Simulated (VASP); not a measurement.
# Cd2Ru (P6/mmm) in VASP: a series of runs

The runs below take Cd2Ru through relaxation of cell and atoms, single point, with r2SCAN.

All numbers are computed with VASP 6.6.1; they aren't measurements. Logs are shortened: lines on timing, memory, paths and dates and some standing lists are left out, and cuts for length are marked.

## 1. The cell of the first run

The structure is hexagonal, space group P6/mmm (No. 191). The conventional cell has a = 3.933 Å, b = 3.933 Å, c = 4.247 Å, α = 90.00°, β = 90.00°, γ = 120.00°. Cd (site symmetry -6m2) has 3 Cd at 2.27 Å within 3.0 Å. Within 4.1 Å of Ru (site symmetry 6/mmm) lie 12 Cd at 3.11 Å and 6 Ru at 3.93 Å.

## 2. Relaxation of cell and atoms, r2SCAN

The input, POSCAR:

```
Cd2Ru
1.0
    3.9333167724      0.0000000000      0.0000000000
   -1.9666583862      3.4063522461      0.0000000000
    0.0000000000      0.0000000000      4.2469367144
Cd Ru
2 1
Direct
    0.3333333333      0.6666666667      0.5000000000
    0.6666666667      0.3333333333      0.5000000000
    0.0000000000      0.0000000000      0.0000000000
```

The input, INCAR.step1:

```
SYSTEM = Cd2Ru
PREC = Accurate
ENCUT = 600
ISMEAR = 0
SIGMA = 0.1
LREAL = .False.
LASPH = .True.
NELM = 80
GGA = PE
ALGO = Normal
EDIFF = 1E-4
LWAVE = .True.
LCHARG = .False.
```

The input, INCAR.step2:

```
SYSTEM = Cd2Ru
PREC = Accurate
ENCUT = 600
EDIFF = 1E-6
ISMEAR = 0
SIGMA = 0.1
LREAL = .False.
LASPH = .True.
NELM = 80
ALGO = Normal
ISIF = 3
LWAVE = .False.
LCHARG = .False.
METAGGA = R2SCAN
LMIXTAU = .True.
IBRION = 2
NSW = 90
EDIFFG = -0.04
ISTART = 1
```

The input, KPOINTS:

```
regular mesh
0
Gamma
  6 6 4
  0 0 0
```

Potentials or basis: VASP PAW PBE potentials, release 64 (Cd, Ru_pv).

On the command line:

```bash
$ cat potpaw_PBE.64/Cd/POTCAR potpaw_PBE.64/Ru_pv/POTCAR > POTCAR
$ cp INCAR.step1 INCAR
$ mpirun -np 1 vasp_std > vasp.out
$ cp INCAR.step2 INCAR
$ mpirun -np 1 vasp_std > vasp.out
```

OUTCAR:

```text
SYSTEM = Cd2Ru
   PREC = Accurate
   ENCUT = 600
   EDIFF = 1E-6
   ISMEAR = 0
   LREAL = .False.
   LASPH = .True.
   NELM = 80
   ISIF = 3
   METAGGA = R2SCAN
   IBRION = 2
   NSW = 90
   EDIFFG = -0.04
   ISTART = 1

 ion  position               nearest neighbor table
   1  0.333  0.667  0.500-   2 2.27   2 2.27   2 2.27   3 3.11   3 3.11   3 3.11   3 3.11   3 3.11
                             3 3.11
   2  0.667  0.333  0.500-   1 2.27   1 2.27   1 2.27   3 3.11   3 3.11   3 3.11   3 3.11   3 3.11
                             3 3.11
   3  0.000  0.000  0.000-   1 3.11   2 3.11   1 3.11   2 3.11   2 3.11   2 3.11   1 3.11   1 3.11
                             2 3.11   2 3.11   1 3.11   1 3.11

  LATTYP: Found a hexagonal cell.
 ALAT       =     3.9333167724
 C/A-ratio  =     1.0797342193

  Lattice vectors:

 A1 = (   3.9333167724,   0.0000000000,   0.0000000000)
 A2 = (  -1.9666583862,   3.4063522461,   0.0000000000)
 A3 = (   0.0000000000,   0.0000000000,   4.2469367144)

Analysis of symmetry for initial positions (statically):
=====================================================================
 Subroutine PRICEL returns:
 Original cell was already a primitive cell.

 Routine SETGRP: Setting up the symmetry group for a
 hexagonal supercell.

 Subroutine GETGRP returns: Found 24 space group operations
 (whereof 24 operations were pure point group operations)
 out of a pool of 24 trial point group operations.

The static configuration has the point symmetry D_6h.

Analysis of symmetry for dynamics (positions and initial velocities):
=====================================================================
 Subroutine PRICEL returns:
 Original cell was already a primitive cell.

 Routine SETGRP: Setting up the symmetry group for a
 hexagonal supercell.

 Subroutine GETGRP returns: Found 24 space group operations
 (whereof 24 operations were pure point group operations)
 out of a pool of 24 trial point group operations.

The dynamic configuration has the point symmetry D_6h.

 Subroutine INISYM returns: Found 24 space group operations
 (whereof 24 operations are pure point group operations),
 and found     1 'primitive' translations

----------------------------------------------------------------------------------------

                                     Primitive cell

  volume of cell :      56.9016

  direct lattice vectors                    reciprocal lattice vectors
     3.933316772  0.000000000  0.000000000     0.254238359  0.146784585  0.000000000
    -1.966658386  3.406352246  0.000000000     0.000000000  0.293569170  0.000000000
     0.000000000  0.000000000  4.246936714     0.000000000  0.000000000  0.235463834

  length of vectors
     3.933316772  3.933316772  4.246936714     0.293569170  0.293569170  0.235463834

  position of ions in fractional coordinates (direct lattice)
     0.333333333  0.666666667  0.500000000
     0.666666667  0.333333333  0.500000000
     0.000000000  0.000000000  0.000000000

  ion indices of the primitive-cell ions
   primitive index   ion index
                 1           1
                 2           2
                 3           3

----------------------------------------------------------------------------------------

 KPOINTS: regular mesh

Automatic generation of k-mesh.
 Grid dimensions read from file:
 generate k-points for:    6    6    4

 Generating k-lattice:

  Cartesian coordinates                     Fractional coordinates (reciprocal lattice)
     0.042373060  0.024464097  0.000000000     0.166666667  0.000000000  0.000000000
     0.000000000  0.048928195  0.000000000     0.000000000  0.166666667  0.000000000
     0.000000000  0.000000000  0.058865958     0.000000000  0.000000000  0.250000000

  Length of vectors
     0.048928195  0.048928195  0.058865958

  Shift w.r.t. Gamma in fractional coordinates (k-lattice)
     0.000000000  0.000000000  0.000000000

 Subroutine IBZKPT returns following result:
 ===========================================

 Found     21 irreducible k-points:

 Following reciprocal coordinates:
            Coordinates               Weight
  0.000000  0.000000  0.000000      1.000000
  0.166667  0.000000  0.000000      6.000000
  0.333333  0.000000  0.000000      6.000000
  0.500000  0.000000  0.000000      3.000000
  0.166667  0.166667  0.000000      6.000000
  0.333333  0.166667  0.000000     12.000000
[... 13 lines left out ...]
  0.333333  0.166667  0.500000     12.000000
  0.333333  0.333333  0.500000      2.000000
   k-points           NKPTS =     21   k-points in BZ     NKDIM =     21   number of bands    NBANDS=     23
   number of dos      NEDOS =    301   number of ions     NIONS =      3
   total plane-waves  NPLWV =  36864
   dimension x,y,z NGX =    32 NGY =   32 NGZ =   36
   dimension x,y,z NGXF=    64 NGYF=   64 NGZF=   72
   ions per type =               2   1
   NGX,Y,Z   is equivalent  to a cutoff of  13.53, 13.53, 14.09 a.u.
   NGXF,Y,Z  is equivalent  to a cutoff of  27.05, 27.05, 28.18 a.u.
 SYSTEM =  Cd2Ru
   PREC   = accura    normal or accurate (medium, high low for compatibility)
   ISTART =      1    job   : 0-new  1-cont  2-samecut
   ICHARG =      0    charge: 1-file 2-atom 10-const
   ISPIN  =      1    spin polarized calculation?
   LNONCOLLINEAR =      F non collinear calculations
   LSORBIT =      F    spin-orbit coupling
   LASPH  =      T    aspherical Exc in radial PAW
   ENCUT  =  600.0 eV  44.10 Ry    6.64 a.u.   7.86  7.86  8.48*2*pi/ulx,y,z
   NELM   =     80;   NELMIN=  2; NELMDL=  0     # of ELM steps
   EDIFF  = 0.1E-05   stopping-criterion for ELM
   LREAL  =      F    real-space projection
   EDIFFG = -.4E-01   stopping-criterion for IOM
   NSW    =     90    number of steps for IOM
   IBRION =      2    ionic relax: 0-MD 1-quasi-New 2-CG
   NFREE  =      1    steps in history (QN), initial steepest desc. (CG)
   ISIF   =      3    stress and relaxation
   ISYM   =      2    0-nonsym 1-usesym 2-fastsym
   POTIM  = 0.5000    time-step for ionic-motion
   TEBEG  =    0.0;   TEEND  =   0.0 temperature during run
   PSTRESS=    0.0 pullay stress
   NELECT =      38.0000    total number of electrons
   NUPDOWN=      -1.0000    fix difference up-down
   EMIN   =  10.00;   EMAX   =-10.00  energy-range for DOS
   EFERMI =   0.00;   METHOD = LEGACY
   ISMEAR =     0;   SIGMA  =   0.10  broadening in eV -4-tet -1-fermi 0-gaus
   EFERMI_NEDOS =   21; number of points for ismear=-14 and -15
   IALGO  =     38    algorithm
   IMIX   =      4    mixing-type and parameters
     AMIX     =   0.40;   BMIX     =  1.00
     AMIX_MAG =   1.60;   BMIX_MAG =  1.00
  volume/ion in A,a.u.               =      18.97       128.00
  Fermi-wavevector in a.u.,A,eV,Ry     =   1.430961  2.704125 27.859980  2.047651
  Thomas-Fermi vector in A             =   2.550750
   LORBIT       =      0    0 simple, 1 ext, 2 COOP (PROOUT), +10 PAW based schemes
   METAGGA = R2SCAN    functional components
   LHFCALC =     F    Hartree Fock is set to
   AEXX    =    0.0000 exact exchange contribution
   IVDW    =     0    specifies the selected vdW correction
   LEPSILON=     F    determine dielectric tensor
   LRPA    =     F    only Hartree local field effects (RPA)
 conjugate gradient relaxation of ions
 non-spin polarized calculation
 Gauss-broadening in eV      SIGMA  =   0.10
  energy-cutoff  :      600.00
  volume of cell :       56.90
 maximum number of plane-waves:      1925
 NGX is ok and might be reduce to    32
   NGX = 15   NGY = 15   NGZ = 17

--------------------------------------- Ionic step        1  -------------------------------------------

 number of electron      37.9999995 magnetization

 Free energy of the ion-electron system (eV)
  ---------------------------------------------------
  ext. energy  EPLUGINS =         0.00000000
  ---------------------------------------------------
  free energy    TOTEN  =       -60.10776667 eV

  energy without entropy =      -60.09390438  energy(sigma->0) =      -60.10083552

------------------------ aborting loop because EDIFF is reached ----------------------------------------

  FORCE on cell =-STRESS in cart. coord.  units (eV):
  Direction    XX          YY          ZZ          XY          YZ          ZX
  --------------------------------------------------------------------------------------
  -------------------------------------------------------------------------------------
  Total       15.9657865     15.9657865     -7.7818214      0.0000000      0.0000000      0.0000000
  in kB      449.5485794    449.5485794   -219.1127120      0.0000000      0.0000000      0.0000000
  external PRESSURE =     226.6614822 kB  Pullay stress =       0.0000000 kB
[... 92 lines left out ...]
  FREE ENERGIE OF THE ION-ELECTRON SYSTEM (eV)
  ---------------------------------------------------
  free  energy   TOTEN  =       -62.3888100652 eV

  energy  without entropy=      -62.3670202152  energy(sigma->0) =      -62.37791514

 E-fermi :   3.9997     XC(G=0): -12.4207

 val. band max:        3.9667451952   @ k =   0.1667   0.0000   0.0000
 cond. band min:       4.0125546752   @ k =   0.3333   0.0000   0.0000
 fundamental gap:      0.0458094800
 Fermi energy:         3.9996604285

 k-point     1 :       0.0000    0.0000    0.0000
  band No.  band energies     occupation
      1     -39.0571      2.00000
      2     -38.9445      2.00000
      3     -38.9445      2.00000
      4      -5.6494      2.00000
      5      -5.1232      2.00000
      6      -5.1231      2.00000
[... 535 lines left out ...]
     22       6.3688      0.00000
     23       6.3688      0.00000

[... ionic steps 4 to 8 ...]

--------------------------------------- Ionic step        9  -------------------------------------------

 number of electron      37.9999997 magnetization

------------------------ aborting loop because EDIFF is reached ----------------------------------------

  FORCE on cell =-STRESS in cart. coord.  units (eV):
  Direction    XX          YY          ZZ          XY          YZ          ZX
  --------------------------------------------------------------------------------------
  -------------------------------------------------------------------------------------
  Total        1.0654772      1.0654772     -0.1940088      0.0000000     -0.0000000      0.0000000
  in kB       32.8437394     32.8437394     -5.9803955      0.0000000     -0.0000000      0.0000000
  external PRESSURE =      19.9023611 kB  Pullay stress =       0.0000000 kB
[... 59 lines left out ...]
  energy  without entropy=      -64.5444938127  energy(sigma->0) =      -64.54935491

--------------------------------------- Ionic step       11  -------------------------------------------

 number of electron      38.0000016 magnetization

 Free energy of the ion-electron system (eV)
  ---------------------------------------------------
  ext. energy  EPLUGINS =         0.00000000
  ---------------------------------------------------
  free energy    TOTEN  =       -64.56355625 eV

  energy without entropy =      -64.55611941  energy(sigma->0) =      -64.55983783

 E-fermi :   5.3275     XC(G=0): -13.2588

 val. band max:        5.2621342350   @ k =   0.5000   0.0000   0.5000
 cond. band min:       5.3975886783   @ k =   0.3333   0.3333   0.5000
 fundamental gap:      0.1354544434
 Fermi energy:         5.3274828814

 k-point     1 :       0.0000    0.0000    0.0000
  band No.  band energies     occupation
      1     -38.1628      2.00000
      2     -38.0919      2.00000
      3     -38.0919      2.00000
      4      -5.0591      2.00000
      5      -4.4463      2.00000
      6      -4.0468      2.00000
[... 565 lines left out ...]
  FREE ENERGIE OF THE ION-ELECTRON SYSTEM (eV)
  ---------------------------------------------------
  free  energy   TOTEN  =       -64.5635562521 eV

  energy  without entropy=      -64.5561194137  energy(sigma->0) =      -64.55983783

 reached required accuracy - stopping structural energy minimisation
```

Wall time 9.7 min (1 thread of Intel Xeon 6975P-C (Granite Rapids), shared host); peak memory 0.22 GiB.

Results:

- Free energy: -64.5636 eV
- Relaxed volume: 17.53 Å³/atom
- Relaxed cell: a = 4.682 Å, b = 4.682 Å, c = 2.771 Å, α = 90.00°, β = 90.00°, γ = 120.00°
- Space group after relaxing (to 0.05 Å): P6/mmm (No. 191)
- Energy gained by relaxing: 1485.3 meV/atom
- Ionic steps: 11
- Pressure after relaxing: 0.2 GPa
- Band gap on the k mesh: zero (band 19 reaches 5.78 eV, above the bottom of band 20 at 4.79 eV)

Stress tensor (GPa, compression positive):
```
0.14 0.00 0.00
0.00 0.14 0.00
0.00 0.00 0.36
```

Step by step:
```csv
step,energy change (eV),largest force (eV/Å),pressure (GPa),volume (Å³)
1,0.0000,0.0000,22.67,56.90
2,-1.9467,0.0000,-16.47,78.62
3,-2.2810,0.0000,-11.38,70.48
4,-3.8120,0.0000,-9.12,59.60
5,-4.4127,0.0000,-0.81,53.17
6,2.8592,0.0000,128.66,39.82
7,-4.4278,0.0000,0.00,52.80
8,-4.4444,0.0000,3.06,51.58
9,-4.4453,0.0000,1.99,51.98
10,-4.4464,0.0000,-1.32,53.22
11,-4.4558,0.0000,0.21,52.60
```

Final structure:
```cif
data_structure
_symmetry_space_group_name_H-M 'P 1'
_symmetry_Int_Tables_number 1
_cell_length_a 4.6816
_cell_length_b 4.6816
_cell_length_c 2.7714
_cell_angle_alpha 90.000
_cell_angle_beta 90.000
_cell_angle_gamma 120.000
_cell_volume 52.60
loop_
_atom_site_label
_atom_site_type_symbol
_atom_site_fract_x
_atom_site_fract_y
_atom_site_fract_z
_atom_site_occupancy
Cd1 Cd 0.33333 0.66667 0.50000 1
Cd2 Cd 0.66667 0.33333 0.50000 1
Ru1 Ru 0.00000 0.00000 0.00000 1
```

Caveat: the k points lie up to 0.57 Å⁻¹ apart in the final cell; the PAW data sets were made with another functional, which shifts forces and pressure a little.

[end of part 1 of 2]
